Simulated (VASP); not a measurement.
Set up this calculation in VASP 6.6.1, as the native input.

```yaml
Task: single point
Functional: r2SCAN
Potentials_or_basis: VASP PAW PBE potentials, release 64 (C)
Cutoff: 520 eV
k_mesh: 10 × 10 × 3
Occupations: gaussian, width 0.05 eV
Spin: no spin polarisation
Dipole_correction: no
Further_INCAR_settings: ALGO = Normal; EDIFF = 1e-07; NBANDS = 31
```

Crystal: C.

```
CELL_PARAMETERS angstrom
-2.51134 0.00000 0.00000
-1.25567 -2.17488 0.00000
0.75340 0.72496 10.33600
ATOMIC_POSITIONS crystal
C 0.84999 0.02482 0.87415
C 0.83013 0.97518 0.72525
C 0.08354 0.10870 0.12579
C 0.79658 0.89130 0.47361
C 0.10341 0.15837 0.27481
C 0.77671 0.84163 0.32459
C 0.19000 0.37485 0.92426
C 0.49012 0.62515 0.67514
C 0.41019 0.42533 0.07570
C 0.46993 0.57467 0.52370
```

This cell differs from its parent crystal: the part above a cut slid along it.

The input as run:

POSCAR

```
C
1.0
   -2.5113391176      0.0000000000      0.0000000000
   -1.2556695588     -2.1748834734      0.0000000000
    0.7534017353      0.7249611578     10.3359979276
C
10
Direct
   -0.1500128795      0.0248178013      0.8741534038
    0.8301328795      0.9751821987      0.7252465962
    0.0835383851      0.1086959628      0.1257878883
    0.7965816149      0.8913040372      0.4736121117
    0.1034074351      0.1583685877      0.2748057630
    0.7767125649      0.8416314123      0.3245942370
    0.1900012712      0.3748531780      0.9242595341
    0.4901187288      0.6251468220      0.6751404659
    0.4101930228      0.4253325570      0.0756976711
    0.4699269772      0.5746674430      0.5237023289
```

INCAR.step1

```
  PREC = Accurate
  ENCUT = 520
  ISMEAR = 0
  SIGMA = 0.05
  LREAL = False
  LASPH = True
  NELM = 80
  NBANDS = 31
  GGA = PE
  ALGO = Normal
  EDIFF = 1E-4
  LWAVE = True
  LCHARG = False
```

INCAR.step2

```
  PREC = Accurate
  ENCUT = 520
  EDIFF = 1E-7
  ISMEAR = 0
  SIGMA = 0.05
  LREAL = False
  LASPH = True
  NELM = 80
  ALGO = Normal
  ISIF = 2
  LWAVE = False
  LCHARG = False
  METAGGA = R2SCAN
  LMIXTAU = True
  NBANDS = 31
  ISTART = 1
```

KPOINTS

```
regular mesh
0
Gamma
  10 10 3
```

Potentials or basis: VASP PAW PBE potentials, release 64 (C).

The run is started by

```sh
$ cat potpaw_PBE.64/C/POTCAR > POTCAR
$ cp INCAR.step1 INCAR
$ mpirun -np 1 vasp_std > vasp.out
$ cp INCAR.step2 INCAR
$ mpirun -np 1 vasp_std > vasp.out
```

It gave:

The pressure is 1.3 GPa, the largest force is 3.487 eV/Å and the band gap on the k mesh is 3.89 eV (least direct gap 5.09 eV).

Caveat: the cell differs from its parent crystal (the part above a cut slid along it); the stress differs along the axes, from -2 to 4 GPa; the PAW data sets were made with another functional, which shifts forces and pressure a little.

Wall time 6.5 min on 1 thread of Intel(R) Xeon(R) 6975P-C (Granite Rapids), on a shared host, peak memory 0.29 GiB.
